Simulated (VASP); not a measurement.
# Cd2SO (P-4m2) in VASP: notebook

The runs below take Cd2SO through single point, relaxation of cell and atoms, with PBE.

Everything below comes from runs of VASP 6.6.1. Logs are shortened: lines on timing, memory, paths and dates and some standing lists are left out, and cuts for length are marked.

### 1 The cell of the first run

It takes space group P-4m2 (No. 115, tetragonal). The conventional cell has a = 3.917 Å, b = 3.917 Å, c = 5.463 Å, α = 90.00°, β = 90.00°, γ = 90.00°. Within 3.0 Å of Cd (site symmetry 2mm) lie 2 O at 2.26 Å and 2 S at 2.53 Å. S (site symmetry -4m2) has 4 Cd at 2.53 Å within 3.3 Å. Within 3.0 Å of O (site symmetry -4m2) lie 4 Cd at 2.26 Å.

### 2 Single point, PBE

INCAR reads:

```
PREC     = Accurate       # precision mode
ENCUT    = 520            # plane-wave cutoff, eV
EDIFF    = 1E-6           # SCF threshold, eV
ISMEAR   = 0              # smearing method
SIGMA    = 0.15           # smearing width, eV
LREAL    = False          # projectors in reciprocal space
LASPH    = True           # aspherical terms in the spheres
NELM     = 80             # most SCF steps
ALGO     = Normal         # electronic algorithm
ISIF     = 2              # what is computed and relaxed
LWAVE    = False          # write WAVECAR
LCHARG   = True           # write CHGCAR
GGA      = PE             # functional
LELF     = True           # ELF
LVHAR    = True         
NBANDS   = 26             # bands
```

KPOINTS reads:

```
regular mesh
0
Gamma
  4 4 3
```

POSCAR reads:

```
Cd2SO
1.0
    3.9167005022      0.0000000000      0.0000000000
    0.0000000000      3.9167005022      0.0000000000
    0.0000000000      0.0000000000      5.4633536567
Cd S O
2 1 1
Direct
    0.5000000000      0.0000000000      0.7067925803
    0.0000000000      0.5000000000      0.2932074197
    0.0000000000      0.0000000000      0.0000000000
    0.5000000000      0.5000000000      0.5000000000
```

Potentials or basis: VASP PAW PBE potentials, release 64 (Cd, S, O).

Started as:

```bash
cat potpaw_PBE.64/Cd/POTCAR potpaw_PBE.64/S/POTCAR potpaw_PBE.64/O/POTCAR > POTCAR
mpirun -np 1 vasp_std > vasp.out
```

OUTCAR:

```text
PREC = Accurate
   ENCUT = 520
   EDIFF = 1E-6
   ISMEAR = 0
   LREAL = False
   LASPH = True
   NELM = 80
   ISIF = 2
   GGA = PE

 ion  position               nearest neighbor table
   1  0.500  0.000  0.707-   4 2.26   4 2.26   3 2.53   3 2.53   2 3.57   2 3.57   2 3.57   2 3.57

   2  0.000  0.500  0.293-   4 2.26   4 2.26   3 2.53   3 2.53   1 3.57   1 3.57   1 3.57   1 3.57

   3  0.000  0.000  0.000-   1 2.53   2 2.53   2 2.53   1 2.53
   4  0.500  0.500  0.500-   1 2.26   2 2.26   1 2.26   2 2.26

  LATTYP: Found a simple tetragonal cell.
 ALAT       =     3.9167005022
 C/A-ratio  =     1.3948867557

  Lattice vectors:

 A1 = (   3.9167005022,   0.0000000000,   0.0000000000)
 A2 = (   0.0000000000,   3.9167005022,   0.0000000000)
 A3 = (   0.0000000000,   0.0000000000,   5.4633536567)

Analysis of symmetry for initial positions (statically):
=====================================================================
 Subroutine PRICEL returns:
 Original cell was already a primitive cell.

 Routine SETGRP: Setting up the symmetry group for a
 simple tetragonal supercell.

 Subroutine GETGRP returns: Found  8 space group operations
 (whereof  8 operations were pure point group operations)
 out of a pool of 16 trial point group operations.

The static configuration has the point symmetry D_2d.

Analysis of symmetry for dynamics (positions and initial velocities):
=====================================================================
 Subroutine PRICEL returns:
 Original cell was already a primitive cell.

 Routine SETGRP: Setting up the symmetry group for a
 simple tetragonal supercell.

 Subroutine GETGRP returns: Found  8 space group operations
 (whereof  8 operations were pure point group operations)
 out of a pool of 16 trial point group operations.

The dynamic configuration has the point symmetry D_2d.

 Subroutine INISYM returns: Found  8 space group operations
 (whereof  8 operations are pure point group operations),
 and found     1 'primitive' translations

----------------------------------------------------------------------------------------

                                     Primitive cell

  volume of cell :      83.8108

  direct lattice vectors                    reciprocal lattice vectors
     3.916700502  0.000000000  0.000000000     0.255316943  0.000000000  0.000000000
     0.000000000  3.916700502  0.000000000     0.000000000  0.255316943  0.000000000
     0.000000000  0.000000000  5.463353657     0.000000000  0.000000000  0.183037757

  length of vectors
     3.916700502  3.916700502  5.463353657     0.255316943  0.255316943  0.183037757

  position of ions in fractional coordinates (direct lattice)
     0.500000000  0.000000000  0.706792580
     0.000000000  0.500000000  0.293207420
     0.000000000  0.000000000  0.000000000
     0.500000000  0.500000000  0.500000000

  ion indices of the primitive-cell ions
   primitive index   ion index
                 1           1
                 2           2
                 3           3
                 4           4

----------------------------------------------------------------------------------------

 KPOINTS: regular mesh

Automatic generation of k-mesh.
 Grid dimensions read from file:
 generate k-points for:    4    4    3

 Generating k-lattice:

  Cartesian coordinates                     Fractional coordinates (reciprocal lattice)
     0.063829236  0.000000000  0.000000000     0.250000000  0.000000000  0.000000000
     0.000000000  0.063829236  0.000000000     0.000000000  0.250000000  0.000000000
     0.000000000  0.000000000  0.061012586     0.000000000  0.000000000  0.333333333

  Length of vectors
     0.063829236  0.063829236  0.061012586

  Shift w.r.t. Gamma in fractional coordinates (k-lattice)
     0.000000000  0.000000000  0.000000000

 Subroutine IBZKPT returns following result:
 ===========================================

 Found     12 irreducible k-points:

 Following reciprocal coordinates:
            Coordinates               Weight
  0.000000  0.000000  0.000000      1.000000
  0.250000  0.000000  0.000000      4.000000
  0.500000  0.000000  0.000000      2.000000
  0.250000  0.250000  0.000000      4.000000
  0.500000  0.250000  0.000000      4.000000
  0.500000  0.500000  0.000000      1.000000
  0.000000  0.000000  0.333333      2.000000
  0.250000  0.000000  0.333333      8.000000
  0.500000  0.000000  0.333333      4.000000
  0.250000  0.250000  0.333333      8.000000
  0.500000  0.250000  0.333333      8.000000
  0.500000  0.500000  0.333333      2.000000
   k-points           NKPTS =     12   k-points in BZ     NKDIM =     12   number of bands    NBANDS=     26
   number of dos      NEDOS =    301   number of ions     NIONS =      4
   total plane-waves  NPLWV =  37800
   dimension x,y,z NGX =    30 NGY =   30 NGZ =   42
   dimension x,y,z NGXF=    60 NGYF=   60 NGZF=   84
   ions per type =               2   1   1
   NGX,Y,Z   is equivalent  to a cutoff of  12.73, 12.73, 12.78 a.u.
   NGXF,Y,Z  is equivalent  to a cutoff of  25.47, 25.47, 25.56 a.u.
 SYSTEM =  unknown system
   PREC   = accura    normal or accurate (medium, high low for compatibility)
   ISTART =      0    job   : 0-new  1-cont  2-samecut
   ICHARG =      2    charge: 1-file 2-atom 10-const
   ISPIN  =      1    spin polarized calculation?
   LNONCOLLINEAR =      F non collinear calculations
   LSORBIT =      F    spin-orbit coupling
   LASPH  =      T    aspherical Exc in radial PAW
   ENCUT  =  520.0 eV  38.22 Ry    6.18 a.u.   7.28  7.28 10.16*2*pi/ulx,y,z
   NELM   =     80;   NELMIN=  2; NELMDL= -5     # of ELM steps
   EDIFF  = 0.1E-05   stopping-criterion for ELM
   LREAL  =      F    real-space projection
   EDIFFG = 0.1E-04   stopping-criterion for IOM
   NSW    =      0    number of steps for IOM
   IBRION =     -1    ionic relax: 0-MD 1-quasi-New 2-CG
   NFREE  =      0    steps in history (QN), initial steepest desc. (CG)
   ISIF   =      2    stress and relaxation
   ISYM   =      2    0-nonsym 1-usesym 2-fastsym
   POTIM  = 0.5000    time-step for ionic-motion
   TEBEG  =    0.0;   TEEND  =   0.0 temperature during run
   PSTRESS=    0.0 pullay stress
   NELECT =      36.0000    total number of electrons
   NUPDOWN=      -1.0000    fix difference up-down
   EMIN   =  10.00;   EMAX   =-10.00  energy-range for DOS
   EFERMI =   0.00;   METHOD = LEGACY
   ISMEAR =     0;   SIGMA  =   0.15  broadening in eV -4-tet -1-fermi 0-gaus
   EFERMI_NEDOS =   21; number of points for ismear=-14 and -15
   IALGO  =     38    algorithm
   IMIX   =      4    mixing-type and parameters
     AMIX     =   0.40;   BMIX     =  1.00
     AMIX_MAG =   1.60;   BMIX_MAG =  1.00
  volume/ion in A,a.u.               =      20.95       141.40
  Fermi-wavevector in a.u.,A,eV,Ry     =   1.235214  2.334217 20.759149  1.525754
  Thomas-Fermi vector in A             =   2.369873
   LORBIT       =      0    0 simple, 1 ext, 2 COOP (PROOUT), +10 PAW based schemes
   GGA     = PE    functional components
   LHFCALC =     F    Hartree Fock is set to
   AEXX    =    0.0000 exact exchange contribution
   IVDW    =     0    specifies the selected vdW correction
   LEPSILON=     F    determine dielectric tensor
   LRPA    =     F    only Hartree local field effects (RPA)
 non-spin polarized calculation
 Gauss-broadening in eV      SIGMA  =   0.15
  energy-cutoff  :      520.00
  volume of cell :       83.81
 maximum number of plane-waves:      2277
 NGX is ok and might be reduce to    30
   NGX = 15   NGY = 15   NGZ = 21

 number of electron      36.0000010 magnetization

 Free energy of the ion-electron system (eV)
  ---------------------------------------------------
  ext. energy  EPLUGINS =         0.00000000
  ---------------------------------------------------
  free energy    TOTEN  =       -13.59942472 eV

  energy without entropy =      -13.59244778  energy(sigma->0) =      -13.59593625

 E-fermi :   0.9216     XC(G=0):  -9.4982

 val. band max:        0.8530437362   @ k =   0.0000   0.0000   0.0000
 cond. band min:       2.5133810909   @ k =   0.2500   0.0000   0.0000
 fundamental gap:      1.6603373548
 Fermi energy:         0.9215905448

 k-point     1 :       0.0000    0.0000    0.0000
  band No.  band energies     occupation
      1     -15.7778      2.00000
      2     -11.1136      2.00000
      3      -6.5940      2.00000
      4      -6.5940      2.00000
      5      -6.5260      2.00000
      6      -6.4188      2.00000
[... 18 lines left out ...]
     25      10.0535      0.00000
     26      11.4781      0.00000

 k-point     2 :       0.2500    0.0000    0.0000
  band No.  band energies     occupation
      1     -15.7408      2.00000
      2     -11.0132      2.00000
      3      -6.5489      2.00000
      4      -6.5396      2.00000
      5      -6.4368      2.00000
      6      -6.3150      2.00000
[... 18 lines left out ...]
     25      10.3627      0.00000
     26      10.7671      0.00000

 k-point     3 :       0.5000    0.0000    0.0000
  band No.  band energies     occupation
      1     -15.7038      2.00000
      2     -10.9082      2.00000
      3      -6.5468      2.00000
      4      -6.4342      2.00000
      5      -6.3731      2.00000
      6      -6.2487      2.00000
[... 18 lines left out ...]
     25      10.0084      0.00000
     26      10.2087      0.00000

 k-point     4 :       0.2500    0.2500    0.0000
  band No.  band energies     occupation
      1     -15.7060      2.00000
      2     -10.9172      2.00000
      3      -6.4599      2.00000
      4      -6.4597      2.00000
      5      -6.3945      2.00000
      6      -6.3148      2.00000
[... 18 lines left out ...]
     25      10.1675      0.00000
     26      10.2604      0.00000
[... 148 lines left out ...]
      1     -15.7044      2.00000
      2     -10.9089      2.00000
      3      -6.5063      2.00000
      4      -6.4236      2.00000
      5      -6.3963      2.00000
      6      -6.2652      2.00000
[... 18 lines left out ...]
     25      10.1007      0.00000
     26      10.9438      0.00000

 k-point    11 :       0.5000    0.2500    0.3333
  band No.  band energies     occupation
      1     -15.6708      2.00000
      2     -10.8194      2.00000
      3      -6.4954      2.00000
      4      -6.4302      2.00000
      5      -6.3595      2.00000
      6      -6.1657      2.00000
[... 18 lines left out ...]
     25      10.2074      0.00000
     26      10.8440      0.00000

 k-point    12 :       0.5000    0.5000    0.3333
  band No.  band energies     occupation
      1     -15.6386      2.00000
      2     -10.7343      2.00000
      3      -6.4669      2.00000
      4      -6.3753      2.00000
      5      -6.3753      2.00000
      6      -6.0678      2.00000
[... 18 lines left out ...]
     25       9.9431      0.00000
     26      10.0521      0.00000

------------------------ aborting loop because EDIFF is reached ----------------------------------------

  FORCE on cell =-STRESS in cart. coord.  units (eV):
  Direction    XX          YY          ZZ          XY          YZ          ZX
  --------------------------------------------------------------------------------------
  -------------------------------------------------------------------------------------
  Total        0.4634328      0.4634328      0.3420891      0.0000000      0.0000000      0.0000000
  in kB        8.8592575      8.8592575      6.5395793      0.0000000      0.0000000      0.0000000
  external PRESSURE =       8.0860314 kB  Pullay stress =       0.0000000 kB

 VOLUME and BASIS-vectors are now :
 -----------------------------------------------------------------------------
  energy-cutoff  :      520.00
  volume of cell :       83.81
      direct lattice vectors                 reciprocal lattice vectors
     3.916700502  0.000000000  0.000000000     0.255316943  0.000000000  0.000000000
     0.000000000  3.916700502  0.000000000     0.000000000  0.255316943  0.000000000
     0.000000000  0.000000000  5.463353657     0.000000000  0.000000000  0.183037757

 POSITION                                       TOTAL-FORCE (eV/Angst)
 -----------------------------------------------------------------------------------
      1.95835      0.00000      3.86146        -0.000000      0.000000      0.044222
      0.00000      1.95835      1.60190        -0.000000      0.000000     -0.044222
      0.00000      0.00000      0.00000         0.000000      0.000000      0.000000
      1.95835      1.95835      2.73168        -0.000000     -0.000000      0.000000
 -----------------------------------------------------------------------------------
    total drift:                                0.000000      0.000000     -0.000000

  FREE ENERGIE OF THE ION-ELECTRON SYSTEM (eV)
  ---------------------------------------------------
  free  energy   TOTEN  =       -13.5994247198 eV

  energy  without entropy=      -13.5924477804  energy(sigma->0) =      -13.59593625
```

It took 33 s on 1 thread of Intel Xeon 6975P-C, shared host; peak memory 0.19 GiB.

What came out:

```yaml
Free_energy: -13.5994 eV
Pressure: 0.8 GPa
Largest_force: 0.044 eV/Å
Band_gap_on_the_k_mesh: zero (filled and empty bands touch)
```

Forces in eV/Å, atoms in the order of the input:
```
Cd   0.000  0.000  0.044
Cd   0.000  0.000 -0.044
S    0.000  0.000  0.000
O    0.000  0.000  0.000
```

Levels at points of the mesh, in eV from the Fermi level:
```csv
k point,band 15,band 16,band 17,band 18,band 19,band 20,band 21,band 22
"(0.00, 0.00, 0.00)",-1.98,-0.21,-0.12,-0.07,-0.07,4.38,5.42,8.43
"(0.50, 0.00, 0.00)",-2.03,-1.71,-1.32,-0.30,3.58,3.92,5.79,6.14
"(0.50, 0.50, 0.00)",-2.00,-1.79,-1.79,-1.59,3.43,4.05,5.27,5.27
```

Caveat: the k points lie up to 0.40 Å⁻¹ apart.

### 3 Relaxation of cell and atoms, PBE

This run uses another cell than the first one, of 19.25 Å³/atom, 0.919 times its volume.

INCAR reads:

```
SYSTEM = Cd2SO
PREC = Accurate ; ENCUT = 600
EDIFF = 1E-6 ; ISMEAR = 0
SIGMA = 0.15 ; LREAL = .False.
LASPH = .True. ; NELM = 80
ALGO = Normal ; ISIF = 3
LWAVE = .False. ; LCHARG = .False.
GGA = PE ; IBRION = 2
NSW = 36 ; EDIFFG = -0.08
```

KPOINTS reads:

```
Automatic mesh
0
Gamma
  4 4 3
  0 0 0
```

POSCAR reads:

```
Cd2SO
1.0
    3.7900000000      0.0000000000      0.0000000000
    0.0000000000      3.7900000000      0.0000000000
    0.0000000000      0.0000000000      5.3600000000
Cd S O
2 1 1
Direct
    0.5000000000      0.0000000000      0.7000000000
    0.0000000000      0.5000000000      0.3000000000
    0.0000000000      0.0000000000      0.0000000000
    0.5000000000      0.5000000000      0.5000000000
```

Potentials or basis: VASP PAW PBE potentials, release 64 (Cd, S, O).

Started as:

```bash
cat potpaw_PBE.64/Cd/POTCAR potpaw_PBE.64/S/POTCAR potpaw_PBE.64/O/POTCAR > POTCAR
mpirun -np 1 vasp_std > vasp.out
```

Wall time 1.8 min (1 thread of Intel Xeon 6975P-C, shared host); peak memory 0.22 GiB.

The run converged. Its results:

```yaml
Free_energy: -13.5978 eV
Relaxed_volume: 21.16 Å³/atom
Relaxed_cell: a = 3.931 Å, b = 3.931 Å, c = 5.475 Å, α = 90.00°, β = 90.00°, γ = 90.00°
Space_group_after_relaxing_to_0.05_Å: P-4m2 (No. 115)
Energy_gained_by_relaxing: 50.7 meV/atom
Ionic_steps: 5
Pressure_after_relaxing: 0.1 GPa
Band_gap_on_the_k_mesh: zero (filled and empty bands touch)
```

Stress tensor (GPa, compression positive):
```
0.12 0.00 0.00
0.00 0.12 0.00
0.00 0.00 0.02
```

Step by step:
```
step  energy change (eV)  largest force (eV/Å)  pressure (GPa)  volume (Å³)
   1              0.0000                0.4554            8.25        76.99
   2             -0.1633                0.1997           -2.80        88.57
   3             -0.1946                0.2562           -0.16        84.90
   4             -0.2001                0.1414           -0.06        84.78
   5             -0.2027                0.0018            0.09        84.62
```

Final structure:
```
Cd S O
1.0
     3.93143    0.00000    0.00000
     0.00000    3.93143    0.00000
     0.00000    0.00000    5.47499
Cd S O
2 1 1
Direct
  0.50000 0.00000 0.70771
  0.00000 0.50000 0.29229
  0.00000 0.00000 0.00000
  0.50000 0.50000 0.50000
```

Levels at points of the mesh, in eV from the Fermi level:
```csv
k point,band 16,band 17,band 18,band 19,band 20,band 21
"(0.00, 0.00, 0.00)",-0.20,-0.11,-0.07,-0.07,4.37,5.38
"(0.50, 0.00, 0.00)",-1.67,-1.28,-0.31,3.57,3.90,5.80
"(0.50, 0.50, 0.00)",-1.76,-1.76,-1.58,3.46,4.05,5.24
```

Caveat: the k points lie up to 0.40 Å⁻¹ apart in the final cell; the relaxation stopped at a loose force limit of 0.08 eV/Å, so its end isn't a converged minimum.

(Continued in part 2 of 2.)
